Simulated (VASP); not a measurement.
# Ca (I4/mmm) in VASP: further runs

Ca is run at these levels: PBEsol; tasks: single point.

Everything below comes from runs of VASP 6.6.1. Logs are shortened: lines on timing, memory, paths and dates and some standing lists are left out, and cuts for length are marked.

### Step 1. The cell of the first run

It takes space group I4/mmm (No. 139, tetragonal). The conventional cell has a = 3.952 Å, b = 3.952 Å, c = 5.756 Å, α = 90.00°, β = 90.00°, γ = 90.00°. Within 5.2 Å of Ca (site symmetry 4/mmm) lie 12 Ca at 3.95 to 4.01 Å.

### Step 2. Single point, PBEsol (strain +0.0300 x Voigt [1, 0, 0, 0, 0, 0])

The input, INCAR:

```
SYSTEM = Ca
PREC = Accurate
ENCUT = 520
EDIFF = 1E-7
ISMEAR = 0
SIGMA = 0.15
LREAL = .FALSE.
LASPH = .TRUE.
NELM = 80
ALGO = Fast
ISIF = 2
LWAVE = .FALSE.
LCHARG = .TRUE.
GGA = PS
LELF = .TRUE.
LVHAR = .TRUE.
NBANDS = 11
```

The input, KPOINTS:

```
Automatic mesh
0
G
  14 14 14
  0 0 0
```

The input, POSCAR:

```
Ca
1.0
    0.0000000000      2.7942000000      2.7942000000
    2.8780260000      0.0000000000      2.7942000000
    2.8780260000      2.7942000000      0.0000000000
Ca
1
Direct
    0.0000000000      0.0000000000      0.0000000000
```

Potentials or basis: VASP PAW PBE potentials, release 64 (Ca_sv).

Launch:

```console
$ cat potpaw_PBE.64/Ca_sv/POTCAR > POTCAR
$ mpirun -np 1 vasp_std > vasp.out
```

OUTCAR:

```text
SYSTEM = Ca
   PREC = Accurate
   ENCUT = 520
   EDIFF = 1E-7
   ISMEAR = 0
   LREAL = .FALSE.
   LASPH = .TRUE.
   NELM = 80
   ISIF = 2
   GGA = PS

 ion  position               nearest neighbor table
   1  0.000  0.000  0.000-

  LATTYP: Found a body centered tetragonal cell.
 ALAT       =     3.9515955360
 C/A-ratio  =     1.4566399692

  Lattice vectors:

 A1 = (   2.8780260000,   0.0000000000,   2.7942000000)
 A2 = (   2.8780260000,   0.0000000000,  -2.7942000000)
 A3 = (  -2.8780260000,   2.7942000000,   0.0000000000)

Analysis of symmetry for initial positions (statically):
=====================================================================
 Subroutine PRICEL returns:
 Original cell was already a primitive cell.

 Routine SETGRP: Setting up the symmetry group for a
 body centered tetragonal supercell.

 Subroutine GETGRP returns: Found 16 space group operations
 (whereof 16 operations were pure point group operations)
 out of a pool of 16 trial point group operations.

The static configuration has the point symmetry D_4h.

Analysis of symmetry for dynamics (positions and initial velocities):
=====================================================================
 Subroutine PRICEL returns:
 Original cell was already a primitive cell.

 Routine SETGRP: Setting up the symmetry group for a
 body centered tetragonal supercell.

 Subroutine GETGRP returns: Found 16 space group operations
 (whereof 16 operations were pure point group operations)
 out of a pool of 16 trial point group operations.

The dynamic configuration has the point symmetry D_4h.

 Subroutine INISYM returns: Found 16 space group operations
 (whereof 16 operations are pure point group operations),
 and found     1 'primitive' translations

----------------------------------------------------------------------------------------

                                     Primitive cell

  volume of cell :      44.9407

  direct lattice vectors                    reciprocal lattice vectors
     0.000000000  2.794200000  2.794200000    -0.173730189  0.178942094  0.178942094
     2.878026000  0.000000000  2.794200000     0.173730189 -0.178942094  0.178942094
     2.878026000  2.794200000  0.000000000     0.173730189  0.178942094 -0.178942094

  length of vectors
     3.951595536  4.011307430  4.011307430     0.306957203  0.306957203  0.306957203

  position of ions in fractional coordinates (direct lattice)
     0.000000000  0.000000000  0.000000000

  ion indices of the primitive-cell ions
   primitive index   ion index
[... 81 lines left out ...]
   POTIM  = 0.5000    time-step for ionic-motion
   TEBEG  =    0.0;   TEEND  =   0.0 temperature during run
   PSTRESS=    0.0 pullay stress
   NELECT =      10.0000    total number of electrons
   NUPDOWN=      -1.0000    fix difference up-down
   EMIN   =  10.00;   EMAX   =-10.00  energy-range for DOS
   EFERMI =   0.00;   METHOD = LEGACY
   ISMEAR =     0;   SIGMA  =   0.15  broadening in eV -4-tet -1-fermi 0-gaus
   EFERMI_NEDOS =   21; number of points for ismear=-14 and -15
   IALGO  =     68    algorithm
   IMIX   =      4    mixing-type and parameters
     AMIX     =   0.40;   BMIX     =  1.00
     AMIX_MAG =   1.60;   BMIX_MAG =  1.00
  volume/ion in A,a.u.               =      44.94       303.27
  Fermi-wavevector in a.u.,A,eV,Ry     =   0.992038  1.874680 13.390027  0.984139
  Thomas-Fermi vector in A             =   2.123822
   LORBIT       =      0    0 simple, 1 ext, 2 COOP (PROOUT), +10 PAW based schemes
   GGA     = PS    functional components
   LHFCALC =     F    Hartree Fock is set to
   AEXX    =    0.0000 exact exchange contribution
   IVDW    =     0    specifies the selected vdW correction
   LEPSILON=     F    determine dielectric tensor
   LRPA    =     F    only Hartree local field effects (RPA)
 non-spin polarized calculation
 RMM-DIIS sequential band-by-band and
 Gauss-broadening in eV      SIGMA  =   0.15
  energy-cutoff  :      520.00
  volume of cell :       44.94
 maximum number of plane-waves:      1247
 NGX is ok and might be reduce to    30
   NGX = 15   NGY = 15   NGZ = 15

 number of electron      10.0000000 magnetization

 Free energy of the ion-electron system (eV)
  ---------------------------------------------------
  ext. energy  EPLUGINS =         0.00000000
  ---------------------------------------------------
  free energy    TOTEN  =        -2.11922726 eV

  energy without entropy =       -2.10429951  energy(sigma->0) =       -2.11176339

 E-fermi :   1.6487     XC(G=0):  -7.6135

 val. band max:        1.6464203166   @ k =  -0.3571   0.2143   0.1429
 cond. band min:       1.6568018567   @ k =   0.5000   0.0714   0.0714
 fundamental gap:      0.0103815402
 Fermi energy:         1.6486704703

 k-point     1 :       0.0000    0.0000    0.0000
  band No.  band energies     occupation
      1     -40.3407      2.00000
      2     -21.3402      2.00000
      3     -21.3382      2.00000
      4     -21.3382      2.00000
      5      -2.2690      2.00000
      6       3.8085      0.00000
      7       3.9374      0.00000
      8       3.9374      0.00000
      9       4.8060      0.00000
     10       4.9713      0.00000
     11      10.5194      0.00000
[... 309 lines left out ...]
 k-point    24 :       0.2857    0.1429    0.0000
  band No.  band energies     occupation
      1     -40.3344      2.00000
      2     -21.3948      2.00000
      3     -21.3555      2.00000
      4     -21.3529      2.00000
      5      -1.0937      2.00000
      6       2.9925      0.00000
      7       3.8985      0.00000
      8       4.1550      0.00000
      9       4.5856      0.00000
     10       5.1536      0.00000
     11       8.9132      0.00000

 [... further k-points ...]

------------------------ aborting loop because EDIFF is reached ----------------------------------------

  FORCE on cell =-STRESS in cart. coord.  units (eV):
  Direction    XX          YY          ZZ          XY          YZ          ZX
  --------------------------------------------------------------------------------------
  -------------------------------------------------------------------------------------
  Total       -0.4829294     -0.4110802     -0.4110802     -0.0000000      0.0000000      0.0000000
  in kB      -17.2168829    -14.6553923    -14.6553923     -0.0000000      0.0000000      0.0000000
  external PRESSURE =     -15.5092225 kB  Pullay stress =       0.0000000 kB

 VOLUME and BASIS-vectors are now :
 -----------------------------------------------------------------------------
  energy-cutoff  :      520.00
  volume of cell :       44.94
      direct lattice vectors                 reciprocal lattice vectors
     0.000000000  2.794200000  2.794200000    -0.173730189  0.178942094  0.178942094
     2.878026000  0.000000000  2.794200000     0.173730189 -0.178942094  0.178942094
     2.878026000  2.794200000  0.000000000     0.173730189  0.178942094 -0.178942094

 POSITION                                       TOTAL-FORCE (eV/Angst)
 -----------------------------------------------------------------------------------
      0.00000      0.00000      0.00000         0.000000     -0.000000      0.000000
 -----------------------------------------------------------------------------------
    total drift:                               -0.000000     -0.000000      0.000000

  FREE ENERGIE OF THE ION-ELECTRON SYSTEM (eV)
  ---------------------------------------------------
  free  energy   TOTEN  =        -2.1192272566 eV

  energy  without entropy=       -2.1042995147  energy(sigma->0) =       -2.11176339
```

stdout:

```text
POSCAR found type information on POSCAR Ca
 POSCAR found :  1 types and       1 ions
 scaLAPACK will be used
 -----------------------------------------------------------------------------
|                                                                             |
|                                                                             |
|     You enforced a specific xc type in the INCAR file but a different       |
|     I HOPE YOU KNOW WHAT YOU ARE DOING!                                     |
|                                                                             |
 -----------------------------------------------------------------------------

 LDA part: xc-table for (Slater+PW92), standard interpolation
 POSCAR, INCAR and KPOINTS ok, starting setup
 FFT: planning ... GRIDC
 FFT: planning ... GRID_SOFT
 FFT: planning ... GRID
 WAVECAR not read
 entering main loop
WARNING in EDDRMM: call to ZHEGV failed, returncode =   8  4      6
WARNING in EDDRMM: call to ZHEGV failed, returncode =   6  3      6
WARNING in EDDRMM: call to ZHEGV failed, returncode =   6  3      7
WARNING in EDDRMM: call to ZHEGV failed, returncode =   8  4      7
WARNING in EDDRMM: call to ZHEGV failed, returncode =   8  4      5
WARNING in EDDRMM: call to ZHEGV failed, returncode =   8  4      9
WARNING in EDDRMM: call to ZHEGV failed, returncode =   8  4      9
WARNING in EDDRMM: call to ZHEGV failed, returncode =   6  3      5
WARNING in EDDRMM: call to ZHEGV failed, returncode =   6  3      5
WARNING in EDDRMM: call to ZHEGV failed, returncode =   8  4      8
WARNING in EDDRMM: call to ZHEGV failed, returncode =   8  4      6
```

It took 57 s on 1 thread of Intel Xeon 6975P-C (Granite Rapids), shared host; peak memory 0.25 GiB.

Results:

```yaml
Free_energy: -2.1192 eV
Pressure: -1.6 GPa
Band_gap_on_the_k_mesh: zero (band 5 reaches 1.86 eV, above the bottom of band 6 at 1.45 eV)
```

Caveat: the cell differs from its parent crystal (strain +0.0300 x Voigt [1, 0, 0, 0, 0, 0]); the PAW data sets were made with another functional, which shifts forces and pressure a little.

### Step 3. Single point, PBEsol (strain +0.0450 x Voigt [1, 0, 0, 0, 0, 0])

The input, INCAR:

```
SYSTEM = Ca
PREC = Accurate ; ENCUT = 520
EDIFF = 1E-6 ; ISMEAR = 0
SIGMA = 0.15 ; LREAL = .False.
LASPH = .True. ; NELM = 100
ALGO = Fast ; ISIF = 2
LWAVE = .False. ; LCHARG = .False.
GGA = PS ; NBANDS = 11
```

The input, KPOINTS:

```
Automatic mesh
0
Gamma
  14 14 14
  0 0 0
```

The input, POSCAR:

```
Ca
1.0
    0.0000000000      2.7942000000      2.7942000000
    2.9199390000      0.0000000000      2.7942000000
    2.9199390000      2.7942000000      0.0000000000
Ca
1
Direct
    0.0000000000      0.0000000000      0.0000000000
```

Potentials or basis: VASP PAW PBE potentials, release 64 (Ca_sv).

Launch:

```console
$ cat potpaw_PBE.64/Ca_sv/POTCAR > POTCAR
$ mpirun -np 1 vasp_std > vasp.out
```

Wall time 53 s (1 thread of Intel Xeon 6975P-C (Granite Rapids), shared host); peak memory 0.25 GiB.

It converged, with:

- Free energy: -2.1118 eV
- Pressure: -1.7 GPa
- Band gap on the k mesh: zero (band 5 reaches 1.82 eV, above the bottom of band 6 at 1.40 eV)

Stress tensor (GPa, compression positive):
```
-2.00  0.00  0.00
 0.00 -1.59  0.00
 0.00  0.00 -1.59
```

Levels at points of the mesh, in eV from the Fermi level:
| k point | band 1 | band 2 | band 3 | band 4 | band 5 | band 6 | band 7 | band 8 | band 9 | band 10 |
| --- | --- | --- | --- | --- | --- | --- | --- | --- | --- | --- |
| (0.00, 0.00, 0.00) | -42.03 | -23.03 | -23.02 | -23.02 | -3.89 | 2.10 | 2.29 | 2.29 | 3.08 | 3.32 |
| (0.50, 0.00, 0.00) | -42.02 | -23.13 | -23.04 | -23.03 | -0.97 | -0.20 | 2.01 | 2.24 | 3.79 | 3.87 |
| (0.50, 0.50, 0.00) | -42.01 | -23.12 | -23.07 | -23.06 | -0.34 | 0.58 | 0.97 | 3.80 | 3.92 | 4.08 |
| (0.00, 0.50, 0.50) | -42.01 | -23.12 | -23.06 | -23.06 | -0.49 | 0.58 | 0.66 | 3.84 | 3.99 | 3.99 |

Caveat: the cell differs from its parent crystal (strain +0.0450 x Voigt [1, 0, 0, 0, 0, 0]); the PAW data sets were made with another functional, which shifts forces and pressure a little.
